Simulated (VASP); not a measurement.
Input of a VASP 6.6.1 run:

INCAR

```
SYSTEM = Al
PREC = Accurate ; ENCUT = 520
EDIFF = 1E-7 ; ISMEAR = 1
SIGMA = 0.05 ; LREAL = .FALSE.
LASPH = .TRUE. ; NELM = 100
ALGO = Normal ; ISIF = 2
LWAVE = .FALSE. ; LCHARG = .FALSE.
GGA = PS ; NBANDS = 10
```

KPOINTS

```
regular mesh
0
G
  14 14 7
  0 0 0
```

POSCAR

```
Al
1.0
    2.7195397218      0.0000000000      0.0000000000
   -1.3597698609      2.3551904857      0.0000000000
    0.0000000000      0.0000000000      4.6083353658
Al
2
Direct
    0.6666666667      0.3333333333      0.7500000000
    0.3333333333      0.6666666667      0.2500000000
```

Potentials or basis: VASP PAW PBE potentials, release 64 (Al).

Command:

```sh
$ cat potpaw_PBE.64/Al/POTCAR > POTCAR
$ mpirun -np 1 vasp_std > vasp.out
```

(1) Estimate the pressure.

(2) Estimate the band gap on the k mesh.

Answers

(1) 10.1 GPa.

(2) zero (band 3 reaches 12.05 eV, above the bottom of band 4 at 6.14 eV).

Caveat: the PAW data sets were made with another functional, which shifts forces and pressure a little.
